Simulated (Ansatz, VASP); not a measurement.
MnH4: VASP beside Ansatz

```
Mn H
1.0
     2.42759    0.00000    0.00000
    -1.21380    2.10236    0.00000
     0.00000    0.00000    8.68410
Mn H
1 4
Direct
  0.00000 0.00000 0.00000
  0.33333 0.66667 0.88088
  0.33333 0.66667 0.49996
  0.66667 0.33333 0.11912
  0.66667 0.33333 0.50004
```

Change from the starting cell: species swapped into the Co4H type (P-3m1, No. 164).

Alike in both runs: functional PBE; k mesh 18 × 18 × 6; occupations gaussian, width 0.1 eV; collinear spin.

Ansatz relaxed the structure, and its values are those at the end. VASP's run is a single point on that final structure, the one shown.

```csv
,VASP,Ansatz
version,VASP 6.6.1,Ansatz 0.2.0
potentials or method,"VASP PAW PBE potentials, release 64 (Mn_pv, H), cutoff 520 eV","scalar-relativistic, plane waves, PAW"
valence electrons in the cell,17,19
```

Ansatz gave:

- gap on the k mesh at the Fermi level (eV): none
- pressure (GPa): 0.0
- rms of the force components (eV/Å): 0.001
- net moment per atom (μB): 0.34
- size of the moment on the site where the two differ most (μB): 1.42

Problem. Estimate VASP's values.

Solution. gap on the k mesh at the Fermi level (eV): none; pressure (GPa): 0.0; rms of the force components (eV/Å): 0.004; net moment per atom (μB): 0.35; size of the moment on the site where the two differ most (μB): 1.76.

Site moments also hang on the region over which each program counts them. A gap of «none» marks a metal or a gap that the smearing closes. VASP's potentials hold 17 valence electrons a cell and Ansatz's 19, so a difference there can come from the potentials and not from the codes.
